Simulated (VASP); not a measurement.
# LiY3 (Pm-3m) in VASP: single point with PBE

Aim: the single point of LiY3 with PBE.

All numbers are computed with VASP 6.6.1; they aren't measurements. Logs are shortened: lines on timing, memory, paths and dates and some standing lists are left out, and cuts for length are marked.

**1. The cell of the first run**

The structure is cubic, space group Pm-3m (No. 221). Conventional cell: a = 4.920 Å, b = 4.920 Å, c = 4.920 Å, α = 90.00°, β = 90.00°, γ = 90.00°. Within 4.6 Å of Y (site symmetry 4/mmm) lie 8 Y at 3.48 Å and 4 Li at 3.48 Å. Within 4.6 Å of Li (site symmetry m-3m) lie 12 Y at 3.48 Å.

**2. Single point, PBE**

The input, INCAR:

```
PREC = Accurate ; ENCUT = 520
EDIFF = 1E-6 ; ISMEAR = -1
SIGMA = 0.05 ; LREAL = False
LASPH = True ; NELM = 80
ALGO = Normal ; ISIF = 2
LWAVE = False ; LCHARG = False
GGA = PE ; NBANDS = 26
```

The input, KPOINTS:

```
regular mesh
0
Gamma
  6 6 6
```

The input, POSCAR:

```
LiY3
1.0
    4.9197070000      0.0000000000      0.0000000000
    0.0000000000      4.9197070000      0.0000000000
    0.0000000000      0.0000000000      4.9197070000
Y Li
3 1
Direct
    0.0000000000      0.5000000000      0.5000000000
    0.5000000000      0.0000000000      0.5000000000
    0.5000000000      0.5000000000      0.0000000000
    0.0000000000      0.0000000000      0.0000000000
```

Potentials or basis: VASP PAW PBE potentials, release 64 (Y_sv, Li_sv).

Command:

```bash
cat potpaw_PBE.64/Y_sv/POTCAR potpaw_PBE.64/Li_sv/POTCAR > POTCAR
mpirun -np 1 vasp_std > vasp.out
```

OUTCAR:

```text
PREC = Accurate
   ENCUT = 520
   EDIFF = 1E-6
   ISMEAR = -1
   LREAL = False
   LASPH = True
   NELM = 80
   ISIF = 2
   GGA = PE

 ion  position               nearest neighbor table
   1  0.000  0.500  0.500-   2 3.48   3 3.48   4 3.48   3 3.48   4 3.48   2 3.48   4 3.48   4 3.48
                             2 3.48   3 3.48   3 3.48   2 3.48
   2  0.500  0.000  0.500-   1 3.48   3 3.48   4 3.48   3 3.48   4 3.48   1 3.48   3 3.48   3 3.48
                             1 3.48   4 3.48   4 3.48   1 3.48
   3  0.500  0.500  0.000-   1 3.48   2 3.48   4 3.48   1 3.48   2 3.48   2 3.48   4 3.48   2 3.48
                             1 3.48   4 3.48   1 3.48   4 3.48
   4  0.000  0.000  0.000-   1 3.48   2 3.48   3 3.48   1 3.48   2 3.48   1 3.48   3 3.48   1 3.48
                             2 3.48   3 3.48   2 3.48   3 3.48

  LATTYP: Found a simple cubic cell.
 ALAT       =     4.9197070000

  Lattice vectors:

 A1 = (   4.9197070000,   0.0000000000,   0.0000000000)
 A2 = (   0.0000000000,   4.9197070000,   0.0000000000)
 A3 = (   0.0000000000,   0.0000000000,   4.9197070000)

Analysis of symmetry for initial positions (statically):
=====================================================================
 Subroutine PRICEL returns:
 Original cell was already a primitive cell.

 Routine SETGRP: Setting up the symmetry group for a
 simple cubic supercell.

 Subroutine GETGRP returns: Found 48 space group operations
 (whereof 48 operations were pure point group operations)
 out of a pool of 48 trial point group operations.

The static configuration has the point symmetry O_h .

Analysis of symmetry for dynamics (positions and initial velocities):
=====================================================================
 Subroutine PRICEL returns:
 Original cell was already a primitive cell.

 Routine SETGRP: Setting up the symmetry group for a
 simple cubic supercell.

 Subroutine GETGRP returns: Found 48 space group operations
 (whereof 48 operations were pure point group operations)
 out of a pool of 48 trial point group operations.

The dynamic configuration has the point symmetry O_h .

 Subroutine INISYM returns: Found 48 space group operations
 (whereof 48 operations are pure point group operations),
 and found     1 'primitive' translations

----------------------------------------------------------------------------------------

                                     Primitive cell

  volume of cell :     119.0742

  direct lattice vectors                    reciprocal lattice vectors
     4.919707000  0.000000000  0.000000000     0.203264137  0.000000000  0.000000000
     0.000000000  4.919707000  0.000000000     0.000000000  0.203264137  0.000000000
     0.000000000  0.000000000  4.919707000     0.000000000  0.000000000  0.203264137

  length of vectors
     4.919707000  4.919707000  4.919707000     0.203264137  0.203264137  0.203264137

  position of ions in fractional coordinates (direct lattice)
     0.000000000  0.500000000  0.500000000
     0.500000000  0.000000000  0.500000000
     0.500000000  0.500000000  0.000000000
     0.000000000  0.000000000  0.000000000

  ion indices of the primitive-cell ions
   primitive index   ion index
                 1           1
                 2           2
                 3           3
                 4           4

----------------------------------------------------------------------------------------

 KPOINTS: regular mesh

Automatic generation of k-mesh.
 Grid dimensions read from file:
 generate k-points for:    6    6    6

 Generating k-lattice:

  Cartesian coordinates                     Fractional coordinates (reciprocal lattice)
     0.033877356  0.000000000  0.000000000     0.166666667  0.000000000  0.000000000
     0.000000000  0.033877356  0.000000000     0.000000000  0.166666667  0.000000000
     0.000000000  0.000000000  0.033877356     0.000000000  0.000000000  0.166666667

  Length of vectors
     0.033877356  0.033877356  0.033877356

  Shift w.r.t. Gamma in fractional coordinates (k-lattice)
     0.000000000  0.000000000  0.000000000

 Subroutine IBZKPT returns following result:
 ===========================================

 Found     20 irreducible k-points:

 Following reciprocal coordinates:
            Coordinates               Weight
  0.000000  0.000000  0.000000      1.000000
  0.166667  0.000000  0.000000      6.000000
  0.333333  0.000000  0.000000      6.000000
  0.500000  0.000000  0.000000      3.000000
  0.166667  0.166667  0.000000     12.000000
  0.333333  0.166667  0.000000     24.000000
[... 12 lines left out ...]
  0.500000  0.500000  0.333333      6.000000
  0.500000  0.500000  0.500000      1.000000
   k-points           NKPTS =     20   k-points in BZ     NKDIM =     20   number of bands    NBANDS=     26
   number of dos      NEDOS =    301   number of ions     NIONS =      4
   total plane-waves  NPLWV =  64000
   dimension x,y,z NGX =    40 NGY =   40 NGZ =   40
   dimension x,y,z NGXF=    80 NGYF=   80 NGZF=   80
   ions per type =               3   1
   NGX,Y,Z   is equivalent  to a cutoff of  13.52, 13.52, 13.52 a.u.
   NGXF,Y,Z  is equivalent  to a cutoff of  27.03, 27.03, 27.03 a.u.
 SYSTEM =  unknown system
   PREC   = accura    normal or accurate (medium, high low for compatibility)
   ISTART =      0    job   : 0-new  1-cont  2-samecut
   ICHARG =      2    charge: 1-file 2-atom 10-const
   ISPIN  =      1    spin polarized calculation?
   LNONCOLLINEAR =      F non collinear calculations
   LSORBIT =      F    spin-orbit coupling
   LASPH  =      T    aspherical Exc in radial PAW
   ENCUT  =  520.0 eV  38.22 Ry    6.18 a.u.   9.15  9.15  9.15*2*pi/ulx,y,z
   NELM   =     80;   NELMIN=  2; NELMDL= -5     # of ELM steps
   EDIFF  = 0.1E-05   stopping-criterion for ELM
   LREAL  =      F    real-space projection
   EDIFFG = 0.1E-04   stopping-criterion for IOM
   NSW    =      0    number of steps for IOM
   IBRION =     -1    ionic relax: 0-MD 1-quasi-New 2-CG
   NFREE  =      0    steps in history (QN), initial steepest desc. (CG)
   ISIF   =      2    stress and relaxation
   ISYM   =      2    0-nonsym 1-usesym 2-fastsym
   POTIM  = 0.5000    time-step for ionic-motion
   TEBEG  =    0.0;   TEEND  =   0.0 temperature during run
   PSTRESS=    0.0 pullay stress
   NELECT =      36.0000    total number of electrons
   NUPDOWN=      -1.0000    fix difference up-down
   EMIN   =  10.00;   EMAX   =-10.00  energy-range for DOS
   EFERMI =   0.00;   METHOD = LEGACY
   ISMEAR =    -1;   SIGMA  =   0.05  broadening in eV -4-tet -1-fermi 0-gaus
   EFERMI_NEDOS =   21; number of points for ismear=-14 and -15
   IALGO  =     38    algorithm
   IMIX   =      4    mixing-type and parameters
     AMIX     =   0.40;   BMIX     =  1.00
     AMIX_MAG =   1.60;   BMIX_MAG =  1.00
  volume/ion in A,a.u.               =      29.77       200.89
  Fermi-wavevector in a.u.,A,eV,Ry     =   1.098761  2.076357 16.425973  1.207275
  Thomas-Fermi vector in A             =   2.235144
   LORBIT       =      0    0 simple, 1 ext, 2 COOP (PROOUT), +10 PAW based schemes
   GGA     = PE    functional components
   LHFCALC =     F    Hartree Fock is set to
   AEXX    =    0.0000 exact exchange contribution
   IVDW    =     0    specifies the selected vdW correction
   LEPSILON=     F    determine dielectric tensor
   LRPA    =     F    only Hartree local field effects (RPA)
 non-spin polarized calculation
  energy-cutoff  :      520.00
  volume of cell :      119.07
 maximum number of plane-waves:      3235
 NGX is ok and might be reduce to    40
   NGX = 19   NGY = 19   NGZ = 19

 number of electron      36.0000000 magnetization

 Free energy of the ion-electron system (eV)
  ---------------------------------------------------
  ext. energy  EPLUGINS =         0.00000000
  ---------------------------------------------------
  free energy    TOTEN  =       -20.44375945 eV

  energy without entropy =      -20.37622572  energy(sigma->0) =      -20.40999258

 E-fermi :   2.5820     XC(G=0):  -9.0122

 val. band max:        2.5565198839   @ k =   0.5000   0.3333   0.0000
 cond. band min:       2.5823500114   @ k =   0.1667   0.1667   0.1667
 fundamental gap:      0.0258301275
 Fermi energy:         2.5820262320

 k-point     1 :       0.0000    0.0000    0.0000
  band No.  band energies     occupation
      1     -42.9833      2.00000
      2     -40.2529      2.00000
      3     -40.1603      2.00000
      4     -40.1603      2.00000
      5     -20.4487      2.00000
      6     -20.4487      2.00000
[... 18 lines left out ...]
     25       5.6082      0.00000
     26       5.6082      0.00000

 k-point     2 :       0.1667    0.0000    0.0000
  band No.  band energies     occupation
      1     -42.9833      2.00000
      2     -40.2474      2.00000
      3     -40.1657      2.00000
      4     -40.1602      2.00000
      5     -20.4304      2.00000
      6     -20.4304      2.00000
[... 18 lines left out ...]
     25       5.8859      0.00000
     26       5.8859      0.00000

 k-point     3 :       0.3333    0.0000    0.0000
  band No.  band energies     occupation
      1     -42.9832      2.00000
      2     -40.2333      2.00000
      3     -40.1798      2.00000
      4     -40.1601      2.00000
      5     -20.3863      2.00000
      6     -20.3863      2.00000
[... 18 lines left out ...]
     25       5.4532      0.00000
     26       5.7983      0.00000

 k-point     4 :       0.5000    0.0000    0.0000
  band No.  band energies     occupation
      1     -42.9833      2.00000
      2     -40.2221      2.00000
      3     -40.1911      2.00000
      4     -40.1600      2.00000
      5     -20.3571      2.00000
      6     -20.3571      2.00000
[... 18 lines left out ...]
     25       4.7235      0.00000
     26       5.5799      0.00000
[... 380 lines left out ...]
      1     -42.9832      2.00000
      2     -40.1985      2.00000
      3     -40.1907      2.00000
      4     -40.1830      2.00000
      5     -20.5521      2.00000
      6     -20.3835      2.00000
[... 18 lines left out ...]
     25       5.4001      0.00000
     26       5.4816      0.00000

 k-point    19 :       0.5000    0.5000    0.3333
  band No.  band energies     occupation
      1     -42.9832      2.00000
      2     -40.1907      2.00000
      3     -40.1907      2.00000
      4     -40.1907      2.00000
      5     -20.5817      2.00000
      6     -20.4065      2.00000
[... 18 lines left out ...]
     25       5.2721      0.00000
     26       5.4360      0.00000

 k-point    20 :       0.5000    0.5000    0.5000
  band No.  band energies     occupation
      1     -42.9832      2.00000
      2     -40.1906      2.00000
      3     -40.1906      2.00000
      4     -40.1906      2.00000
      5     -20.6184      2.00000
      6     -20.4062      2.00000
[... 18 lines left out ...]
     25       5.2800      0.00000
     26       5.2800      0.00000

------------------------ aborting loop because EDIFF is reached ----------------------------------------

  FORCE on cell =-STRESS in cart. coord.  units (eV):
  Direction    XX          YY          ZZ          XY          YZ          ZX
  --------------------------------------------------------------------------------------
  -------------------------------------------------------------------------------------
  Total       -0.0472256     -0.0472256     -0.0472256      0.0000000      0.0000000      0.0000000
  in kB       -0.6354335     -0.6354335     -0.6354335      0.0000000      0.0000000      0.0000000
  external PRESSURE =      -0.6354335 kB  Pullay stress =       0.0000000 kB

 VOLUME and BASIS-vectors are now :
 -----------------------------------------------------------------------------
  energy-cutoff  :      520.00
  volume of cell :      119.07
      direct lattice vectors                 reciprocal lattice vectors
     4.919707000  0.000000000  0.000000000     0.203264137  0.000000000  0.000000000
     0.000000000  4.919707000  0.000000000     0.000000000  0.203264137  0.000000000
     0.000000000  0.000000000  4.919707000     0.000000000  0.000000000  0.203264137

 POSITION                                       TOTAL-FORCE (eV/Angst)
 -----------------------------------------------------------------------------------
      0.00000      2.45985      2.45985         0.000000      0.000000      0.000000
      2.45985      0.00000      2.45985         0.000000      0.000000      0.000000
      2.45985      2.45985      0.00000         0.000000      0.000000      0.000000
      0.00000      0.00000      0.00000         0.000000      0.000000      0.000000
 -----------------------------------------------------------------------------------
    total drift:                               -0.000000     -0.000000     -0.000000

  FREE ENERGIE OF THE ION-ELECTRON SYSTEM (eV)
  ---------------------------------------------------
  free  energy   TOTEN  =       -20.4437594472 eV

  energy  without entropy=      -20.3762257197  energy(sigma->0) =      -20.40999258
```

Run time: 62 s. Hardware: 1 thread of Intel Xeon 6975P-C, shared host; peak memory 0.27 GiB.

Results:

```yaml
Free_energy: -20.4438 eV
Band_gap_on_the_k_mesh: zero (band 18 reaches 3.03 eV, above the bottom of band 19 at 2.22 eV)
```

Caveat: the cutoff is under 1.25 times the usual one of these potentials, so pressure, stress and relaxed cells hold a basis-set (Pulay) error.
